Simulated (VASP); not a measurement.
Wanted: the native input for a VASP 6.6.1 run.

- Task: single point
- Functional: PBE
- Potentials or basis: VASP PAW PBE potentials, release 64 (Co, Si)
- Cutoff: 520 eV
- k mesh: 11 × 11 × 11
- Occupations: fermi-dirac, width 0.05 eV
- Spin: collinear spin, ferromagnetic start
- Starting moments: [1.57, 0.25, 0.25] μB
- Fixed moment: 2.5 μB
- Dipole correction: no
- Further INCAR settings: ALGO = Normal; EDIFF = 1e-06; NBANDS = 20

The structure of CoSi2 lies in POSCAR:

```
CoSi2
1.0
    0.0000000000      2.6780000000      2.6780000000
    2.6780000000      0.0000000000      2.6780000000
    2.6780000000      2.6780000000      0.0000000000
Co Si
1 2
Direct
    0.0000000000      0.0000000000      0.0000000000
    0.2500000000      0.2500000000      0.2500000000
    0.7500000000      0.7500000000      0.7500000000
```

One way to write it, as run:

INCAR

```
  PREC = Accurate
  ENCUT = 520
  EDIFF = 1E-6
  ISMEAR = -1
  SIGMA = 0.05
  LREAL = False
  LASPH = True
  NELM = 150
  ALGO = Normal
  ISIF = 2
  LWAVE = False
  LCHARG = False
  ISPIN = 2
  MAGMOM = 1.57 0.25 0.25
  LORBIT = 11
  NUPDOWN = 2.5
  LMAXMIX = 4
  GGA = PE
  NBANDS = 20
```

KPOINTS

```
regular mesh
0
Gamma
  11 11 11
```

Potentials or basis: VASP PAW PBE potentials, release 64 (Co, Si).

Run with:

```sh
$ cat potpaw_PBE.64/Co/POTCAR potpaw_PBE.64/Si/POTCAR > POTCAR
$ mpirun -np 1 vasp_std > vasp.out
```

Results of the run:

* Pressure: 19.7 GPa
* Net moment: 2.50 μB per cell
* Site moments: Co +1.53; Si +0.21 μB
* Valence electrons inside the program's atomic spheres: Co 8.75; Si 1.64

Caveat: the cell stands under pressure; the total moment is fixed, so each spin has its own Fermi level and the state may be an excited one.

Run time: 85 s on 1 thread of Intel Xeon 8259CL, with other jobs on the host, peak memory 0.21 GiB.
